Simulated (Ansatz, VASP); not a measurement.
## PbO2: VASP beside Ansatz

```
CELL_PARAMETERS angstrom
4.93457 0.00000 0.00000
0.00000 4.93665 0.00000
0.00000 0.00000 3.38939
ATOMIC_POSITIONS crystal
Pb 0.50000 0.50000 0.50000
Pb 0.00000 0.00000 0.00000
O 0.30696 0.30790 0.00000
O 0.80696 0.19210 0.50000
O 0.19304 0.80790 0.50000
O 0.69304 0.69210 0.00000
```

Alike in both runs: functional LDA; k mesh 8 × 8 × 10; occupations gaussian, width 0.01 eV; no spin polarisation.

Ansatz relaxed the structure, and its values are those at the end. VASP's run is a single point on that final structure, the one shown.

```csv
,VASP,Ansatz
version,VASP 6.6.1,Ansatz 0.2.0
potentials or method,"VASP PAW LDA potentials, release 64 (Pb_d, O), cutoff 520 eV","scalar-relativistic, plane waves, PAW"
valence electrons in the cell,52,52
```

```tsv
	VASP	Ansatz	Ansatz less VASP
gap on the k mesh at the Fermi level (eV)	0.01	0.01	0.000
least direct gap on the mesh (eV)	0.05	0.04	-0.013
pressure (GPa)	0.6	0.1	-0.49
rms of the force components (eV/Å)	0.008	0.003	-0.0056
```

LDA's correlation is that of Perdew and Zunger in VASP and of Perdew and Wang (1992) in Ansatz.

Neither program's run includes spin-orbit coupling.
